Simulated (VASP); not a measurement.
# Na (P6_3/mmc) in VASP: further runs

Runs on Na. Level: LDA. Tasks: electric field gradients.

Program: VASP 6.6.1. These are calculated values, not measurements. Logs are shortened: lines on timing, memory, paths and dates and some standing lists are left out, and cuts for length are marked.

### Step 1. The cell of the first run

The structure is hexagonal, space group P6_3/mmc (No. 194). The conventional cell has a = 3.841 Å, b = 3.841 Å, c = 6.275 Å, α = 90.00°, β = 90.00°, γ = 120.00°. Within 5.0 Å of Na (site symmetry -6m2) lie 12 Na at 3.84 Å.

### Step 2. Electric field gradients, LDA (volume scaled by 1.06)

The input, INCAR:

```
SYSTEM = Na
PREC = Accurate ; ENCUT = 520
EDIFF = 1E-8 ; ISMEAR = -1
SIGMA = 0.05 ; LREAL = .FALSE.
LASPH = .TRUE. ; NELM = 60
ALGO = Normal ; ISIF = 2
LWAVE = .FALSE. ; LCHARG = .FALSE.
GGA = CA ; LEFG = .TRUE.
NBANDS = 14
```

The input, KPOINTS:

```
regular mesh
0
G
  11 11 6
  0 0 0
```

The input, POSCAR:

```
Na
1.0
    3.8408825192      0.0000000000      0.0000000000
   -1.9204412596      3.3263018346      0.0000000000
    0.0000000000      0.0000000000      6.2746973092
Na
2
Direct
    0.3333333333      0.6666666667      0.2500000000
    0.6666666667      0.3333333333      0.7500000000
```

Potentials or basis: VASP PAW LDA potentials, release 64 (Na_pv).

The run is started by

```bash
$ cat potpaw_LDA.64/Na_pv/POTCAR > POTCAR
$ mpirun -np 1 vasp_std > vasp.out
```

OUTCAR:

```text
SYSTEM = Na
   PREC = Accurate
   ENCUT = 520
   EDIFF = 1E-8
   ISMEAR = -1
   LREAL = .FALSE.
   LASPH = .TRUE.
   NELM = 60
   ISIF = 2
   GGA = CA

 ion  position               nearest neighbor table
   1  0.333  0.667  0.250-
   2  0.667  0.333  0.750-

  LATTYP: Found a hexagonal cell.
 ALAT       =     3.8408825192
 C/A-ratio  =     1.6336603054

  Lattice vectors:

 A1 = (   3.8408825192,   0.0000000000,   0.0000000000)
 A2 = (  -1.9204412596,   3.3263018346,   0.0000000000)
 A3 = (   0.0000000000,   0.0000000000,   6.2746973092)

Analysis of symmetry for initial positions (statically):
=====================================================================
 Subroutine PRICEL returns:
 Original cell was already a primitive cell.

 Routine SETGRP: Setting up the symmetry group for a
 hexagonal supercell.

 Subroutine GETGRP returns: Found 24 space group operations
 (whereof 12 operations were pure point group operations)
 out of a pool of 24 trial point group operations.

The static configuration has the point symmetry D_3d.
 The point group associated with its full space group is D_6h.

Analysis of symmetry for dynamics (positions and initial velocities):
=====================================================================
 Subroutine PRICEL returns:
 Original cell was already a primitive cell.

 Routine SETGRP: Setting up the symmetry group for a
 hexagonal supercell.

 Subroutine GETGRP returns: Found 24 space group operations
 (whereof 12 operations were pure point group operations)
 out of a pool of 24 trial point group operations.

The dynamic configuration has the point symmetry D_3d.
 The point group associated with its full space group is D_6h.

 Subroutine INISYM returns: Found 24 space group operations
 (whereof 12 operations are pure point group operations),
 and found     1 'primitive' translations

----------------------------------------------------------------------------------------

                                     Primitive cell

  volume of cell :      80.1651

  direct lattice vectors                    reciprocal lattice vectors
     3.840882519  0.000000000  0.000000000     0.260356831  0.150317086  0.000000000
    -1.920441260  3.326301835  0.000000000     0.000000000  0.300634173  0.000000000
     0.000000000  0.000000000  6.274697309     0.000000000  0.000000000  0.159370237

  length of vectors
     3.840882519  3.840882519  6.274697309     0.300634173  0.300634173  0.159370237

  position of ions in fractional coordinates (direct lattice)
     0.333333333  0.666666667  0.250000000
     0.666666667  0.333333333  0.750000000

  ion indices of the primitive-cell ions
   primitive index   ion index
                 1           1
                 2           2

----------------------------------------------------------------------------------------

 KPOINTS: regular mesh

Automatic generation of k-mesh.
 Grid dimensions read from file:
 generate k-points for:   11   11    6

 Generating k-lattice:

  Cartesian coordinates                     Fractional coordinates (reciprocal lattice)
     0.023668803  0.013665190  0.000000000     0.090909091 -0.000000000  0.000000000
     0.000000000  0.027330379  0.000000000     0.000000000  0.090909091  0.000000000
     0.000000000  0.000000000  0.026561706     0.000000000  0.000000000  0.166666667

  Length of vectors
     0.027330379  0.027330379  0.026561706

  Shift w.r.t. Gamma in fractional coordinates (k-lattice)
     0.000000000  0.000000000  0.000000000

 Subroutine IBZKPT returns following result:
 ===========================================

 Found     64 irreducible k-points:

 Following reciprocal coordinates:
            Coordinates               Weight
  0.000000  0.000000  0.000000      1.000000
  0.090909  0.000000  0.000000      6.000000
  0.181818 -0.000000  0.000000      6.000000
  0.272727  0.000000  0.000000      6.000000
  0.363636  0.000000  0.000000      6.000000
  0.454545  0.000000  0.000000      6.000000
[... 16 lines left out ...]
  0.090909  0.090909  0.166667     12.000000
  0.181818  0.090909  0.166667     24.000000
 [... further k-points ...]
   k-points           NKPTS =     64   k-points in BZ     NKDIM =     64   number of bands    NBANDS=     14
   number of dos      NEDOS =    301   number of ions     NIONS =      2
   total plane-waves  NPLWV =  43200
   dimension x,y,z NGX =    30 NGY =   30 NGZ =   48
   dimension x,y,z NGXF=    60 NGYF=   60 NGZF=   96
   ions per type =               2
   NGX,Y,Z   is equivalent  to a cutoff of  12.98, 12.98, 12.72 a.u.
   NGXF,Y,Z  is equivalent  to a cutoff of  25.97, 25.97, 25.43 a.u.
 SYSTEM =  Na
   PREC   = accura    normal or accurate (medium, high low for compatibility)
   ISTART =      0    job   : 0-new  1-cont  2-samecut
   ICHARG =      2    charge: 1-file 2-atom 10-const
   ISPIN  =      1    spin polarized calculation?
   LNONCOLLINEAR =      F non collinear calculations
   LSORBIT =      F    spin-orbit coupling
   LASPH  =      T    aspherical Exc in radial PAW
   ENCUT  =  520.0 eV  38.22 Ry    6.18 a.u.   7.14  7.14 11.67*2*pi/ulx,y,z
   NELM   =     60;   NELMIN=  2; NELMDL= -5     # of ELM steps
   EDIFF  = 0.1E-07   stopping-criterion for ELM
   LREAL  =      F    real-space projection
   EDIFFG = 0.1E-06   stopping-criterion for IOM
   NSW    =      0    number of steps for IOM
   IBRION =     -1    ionic relax: 0-MD 1-quasi-New 2-CG
   NFREE  =      0    steps in history (QN), initial steepest desc. (CG)
   ISIF   =      2    stress and relaxation
   ISYM   =      2    0-nonsym 1-usesym 2-fastsym
   POTIM  = 0.5000    time-step for ionic-motion
   TEBEG  =    0.0;   TEEND  =   0.0 temperature during run
   PSTRESS=    0.0 pullay stress
   NELECT =      14.0000    total number of electrons
   NUPDOWN=      -1.0000    fix difference up-down
   EMIN   =  10.00;   EMAX   =-10.00  energy-range for DOS
   EFERMI =   0.00;   METHOD = LEGACY
   ISMEAR =    -1;   SIGMA  =   0.05  broadening in eV -4-tet -1-fermi 0-gaus
   EFERMI_NEDOS =   21; number of points for ismear=-14 and -15
   IALGO  =     38    algorithm
   IMIX   =      4    mixing-type and parameters
     AMIX     =   0.40;   BMIX     =  1.00
     AMIX_MAG =   1.60;   BMIX_MAG =  1.00
  volume/ion in A,a.u.               =      40.08       270.49
  Fermi-wavevector in a.u.,A,eV,Ry     =   0.915073  1.729237 11.392953  0.837358
  Thomas-Fermi vector in A             =   2.039773
   LORBIT       =      0    0 simple, 1 ext, 2 COOP (PROOUT), +10 PAW based schemes
   GGA     = CA    functional components
   LHFCALC =     F    Hartree Fock is set to
   AEXX    =    0.0000 exact exchange contribution
   IVDW    =     0    specifies the selected vdW correction
   LEPSILON=     F    determine dielectric tensor
   LRPA    =     F    only Hartree local field effects (RPA)
 non-spin polarized calculation
  energy-cutoff  :      520.00
  volume of cell :       80.17
 maximum number of plane-waves:      2177
 NGX is ok and might be reduce to    30
   NGX = 15   NGY = 15   NGZ = 23

 number of electron      13.9999999 magnetization

 Free energy of the ion-electron system (eV)
  ---------------------------------------------------
  ext. energy  EPLUGINS =         0.00000000
  ---------------------------------------------------
  free energy    TOTEN  =        -2.85082548 eV

  energy without entropy =       -2.83952676  energy(sigma->0) =       -2.84517612

 E-fermi :  -0.0302     XC(G=0):  -6.5128

 val. band max:       -0.0554145471   @ k =   0.1818  -0.0000   0.1667
 cond. band min:      -0.0191440697   @ k =   0.2727   0.2727   0.1667
 fundamental gap:      0.0362704774
 Fermi energy:        -0.0301974167

 k-point     1 :       0.0000    0.0000    0.0000
  band No.  band energies     occupation
      1     -25.0800      2.00000
      2     -25.0577      2.00000
      3     -25.0577      2.00000
      4     -25.0539      2.00000
      5     -25.0539      2.00000
      6     -25.0532      2.00000
      7      -3.1695      2.00000
      8       0.5278      0.00003
      9       0.7868      0.00000
     10       9.4794      0.00000
     11       9.4794      0.00000
     12       9.6772      0.00000
     13       9.6772      0.00000
     14      10.0084      0.00000
[... 375 lines left out ...]
 k-point    24 :       0.1818    0.0909    0.1667
  band No.  band energies     occupation
      1     -25.0748      2.00000
      2     -25.0658      2.00000
      3     -25.0647      2.00000
      4     -25.0603      2.00000
      5     -25.0566      2.00000
      6     -25.0556      2.00000
      7      -2.2559      2.00000
      8       0.2722      0.00472
      9       2.7267      0.00000
     10       5.0002      0.00000
     11       6.1293      0.00000
     12       7.3938      0.00000
     13       8.4562      0.00000
     14       9.4016      0.00000

 [... further k-points ...]
[... 5 lines left out ...]
  --------------------------------------------------------------------------------------
  -------------------------------------------------------------------------------------
  Total       -0.6340495     -0.6340495     -0.5176789      0.0000000      0.0000000     -0.0000000
  in kB      -12.6720905    -12.6720905    -10.3463128      0.0000000      0.0000000     -0.0000000
  external PRESSURE =     -11.8968313 kB  Pullay stress =       0.0000000 kB

 VOLUME and BASIS-vectors are now :
 -----------------------------------------------------------------------------
  energy-cutoff  :      520.00
  volume of cell :       80.17
      direct lattice vectors                 reciprocal lattice vectors
     3.840882519  0.000000000  0.000000000     0.260356831  0.150317086  0.000000000
    -1.920441260  3.326301835  0.000000000     0.000000000  0.300634173  0.000000000
     0.000000000  0.000000000  6.274697309     0.000000000  0.000000000  0.159370237

 POSITION                                       TOTAL-FORCE (eV/Angst)
 -----------------------------------------------------------------------------------
     -0.00000      2.21753      1.56867        -0.000000      0.000000      0.000000
      1.92044      1.10877      4.70602         0.000000     -0.000000     -0.000000
 -----------------------------------------------------------------------------------
    total drift:                               -0.000000      0.000000      0.000000

  FREE ENERGIE OF THE ION-ELECTRON SYSTEM (eV)
  ---------------------------------------------------
  free  energy   TOTEN  =        -2.8508254786 eV

  energy  without entropy=       -2.8395267638  energy(sigma->0) =       -2.84517612

 Electric field gradients (V/A^2)
---------------------------------------------------------------------
 ion       V_xx      V_yy      V_zz      V_xy      V_xz      V_yz
---------------------------------------------------------------------
   1       0.220     0.223    -0.443     0.003     0.000    -0.000
   2       0.220     0.223    -0.443     0.003    -0.000     0.000
---------------------------------------------------------------------

 Electric field gradients after diagonalization (V/A^2)
 (convention: |V_zz| > |V_xx| > |V_yy|)
----------------------------------------------------------------------
 ion       V_xx      V_yy      V_zz     asymmetry (V_yy - V_xx)/ V_zz
----------------------------------------------------------------------
   1       0.225     0.219    -0.443       0.014
   2       0.225     0.219    -0.443       0.014
----------------------------------------------------------------------

           NMR quadrupolar parameters

 Cq : quadrupolar parameter    Cq=e*Q*V_zz/h
 eta: asymmetry parameters     (V_yy - V_xx)/ V_zz
 Q  : nuclear electric quadrupole moment in mb (millibarn)
----------------------------------------------------------------------
 ion       Cq(MHz)       eta       Q (mb)
----------------------------------------------------------------------
   1      -0.001       0.014       1.000
   2      -0.001       0.014       1.000
----------------------------------------------------------------------
```

Run time: 62 s. Hardware: 1 thread of AMD EPYC 7R43 (Zen 3), shared host; peak memory 0.15 GiB.

What came out:

* Free energy: -2.8508 eV
* Pressure: -1.2 GPa
* Band gap on the k mesh: zero (band 7 reaches 1.68 eV, above the bottom of band 8 at -2.19 eV)

Stress tensor (GPa, compression positive):
```
-1.27  0.00  0.00
 0.00 -1.27  0.00
 0.00  0.00 -1.03
```

Levels at points of the mesh, in eV from the Fermi level:
```
           k point  band 3  band 4  band 5  band 6  band 7  band 8  band 9  band 10  band 11  band 12
(0.00, 0.00, 0.00)  -25.03  -25.02  -25.02  -25.02   -3.14    0.56    0.82     9.51     9.51     9.71
(0.00, 0.00, 0.50)  -25.03  -25.03  -25.03  -25.03   -2.16   -2.16    5.23     5.23    10.08    10.08
```

Electric field gradients, principal values (V/Å²):
```csv
atom,least,middle,greatest (by size)
1 Na,0.219,0.225,-0.443
2 Na,0.219,0.225,-0.443
```

Caveat: without QUAD_EFG the Cq values of the log hold for a quadrupole moment of 1 mb, not for the nuclei.

### Step 3. Electric field gradients, LDA (volume scaled by 1.06)

The input, INCAR:

```
PREC = Accurate
ENCUT = 520
EDIFF = 1E-8
ISMEAR = -1
SIGMA = 0.05
LREAL = F
LASPH = T
NELM = 100
ALGO = Normal
ISIF = 2
LWAVE = F
LCHARG = F
LEFG = T
NBANDS = 14
```

The input, KPOINTS:

```
regular mesh
0
Gamma
  11 11 6
```

POSCAR is that of step 2.

Potentials or basis: VASP PAW LDA potentials, release 64 (Na_pv).

The run is started by

```bash
$ cat potpaw_LDA.64/Na_pv/POTCAR > POTCAR
$ mpirun -np 1 vasp_std > vasp.out
```

OUTCAR:

```text
PREC = Accurate
   ENCUT = 520
   EDIFF = 1E-8
   ISMEAR = -1
   LREAL = F
   LASPH = T
   NELM = 100
   ISIF = 2

 ion  position               nearest neighbor table
   1  0.333  0.667  0.250-
   2  0.667  0.333  0.750-

  LATTYP: Found a hexagonal cell.
 ALAT       =     3.8408825192
 C/A-ratio  =     1.6336603054

  Lattice vectors:

 A1 = (   3.8408825192,   0.0000000000,   0.0000000000)
 A2 = (  -1.9204412596,   3.3263018346,   0.0000000000)
 A3 = (   0.0000000000,   0.0000000000,   6.2746973092)

Analysis of symmetry for initial positions (statically):
=====================================================================
 Subroutine PRICEL returns:
 Original cell was already a primitive cell.

 Routine SETGRP: Setting up the symmetry group for a
 hexagonal supercell.
[... 598 lines left out ...]
  energy-cutoff  :      520.00
  volume of cell :       80.17
      direct lattice vectors                 reciprocal lattice vectors
     3.840882519  0.000000000  0.000000000     0.260356831  0.150317086  0.000000000
    -1.920441260  3.326301835  0.000000000     0.000000000  0.300634173  0.000000000
     0.000000000  0.000000000  6.274697309     0.000000000  0.000000000  0.159370237

 POSITION                                       TOTAL-FORCE (eV/Angst)
 -----------------------------------------------------------------------------------
     -0.00000      2.21753      1.56867        -0.000000      0.000000      0.000000
      1.92044      1.10877      4.70602         0.000000     -0.000000     -0.000000
 -----------------------------------------------------------------------------------
    total drift:                               -0.000000      0.000000      0.000000

  FREE ENERGIE OF THE ION-ELECTRON SYSTEM (eV)
  ---------------------------------------------------
  free  energy   TOTEN  =        -2.8508254786 eV

  energy  without entropy=       -2.8395267638  energy(sigma->0) =       -2.84517612

 Electric field gradients (V/A^2)
---------------------------------------------------------------------
 ion       V_xx      V_yy      V_zz      V_xy      V_xz      V_yz
---------------------------------------------------------------------
   1       0.220     0.223    -0.443     0.003     0.000    -0.000
   2       0.220     0.223    -0.443     0.003    -0.000     0.000
---------------------------------------------------------------------

 Electric field gradients after diagonalization (V/A^2)
 (convention: |V_zz| > |V_xx| > |V_yy|)
----------------------------------------------------------------------
 ion       V_xx      V_yy      V_zz     asymmetry (V_yy - V_xx)/ V_zz
----------------------------------------------------------------------
   1       0.225     0.219    -0.443       0.014
   2       0.225     0.219    -0.443       0.014
----------------------------------------------------------------------

           NMR quadrupolar parameters

 Cq : quadrupolar parameter    Cq=e*Q*V_zz/h
 eta: asymmetry parameters     (V_yy - V_xx)/ V_zz
 Q  : nuclear electric quadrupole moment in mb (millibarn)
----------------------------------------------------------------------
 ion       Cq(MHz)       eta       Q (mb)
----------------------------------------------------------------------
   1      -0.001       0.014       1.000
   2      -0.001       0.014       1.000
----------------------------------------------------------------------
```

stdout:

```text
POSCAR found type information on POSCAR Na
 POSCAR found :  1 types and       2 ions
 scaLAPACK will be used
 LDA part: xc-table for (Slater(with rela. corr.)+CA(PZ))
 , standard interpolation
 POSCAR, INCAR and KPOINTS ok, starting setup
 FFT: planning ... GRIDC
 FFT: planning ... GRID_SOFT
 FFT: planning ... GRID
 WAVECAR not read
 entering main loop
ion   1

ion   2
```

Run time: 60 s. Hardware: 1 thread of AMD EPYC 7R43 (Zen 3), shared host; peak memory 0.15 GiB.

What came out:

```
Free energy            : -2.8508 eV
Pressure               : -1.2 GPa
Band gap on the k mesh : zero (band 7 reaches 1.68 eV, above the bottom of band 8 at -2.19 eV)
```

Levels at points of the mesh, in eV from the Fermi level:
```csv
k point,band 3,band 4,band 5,band 6,band 7,band 8,band 9,band 10,band 11,band 12
"(0.00, 0.00, 0.00)",-25.03,-25.02,-25.02,-25.02,-3.14,0.56,0.82,9.51,9.51,9.71
"(0.00, 0.00, 0.50)",-25.03,-25.03,-25.03,-25.03,-2.16,-2.16,5.23,5.23,10.08,10.08
```

Electric field gradients, principal values (V/Å²):
```
atom  least  middle  greatest (by size)
1 Na  0.219   0.225              -0.443
2 Na  0.219   0.225              -0.443
```

Caveat: without QUAD_EFG the Cq values of the log hold for a quadrupole moment of 1 mb, not for the nuclei.

[end of part 1 of 2]
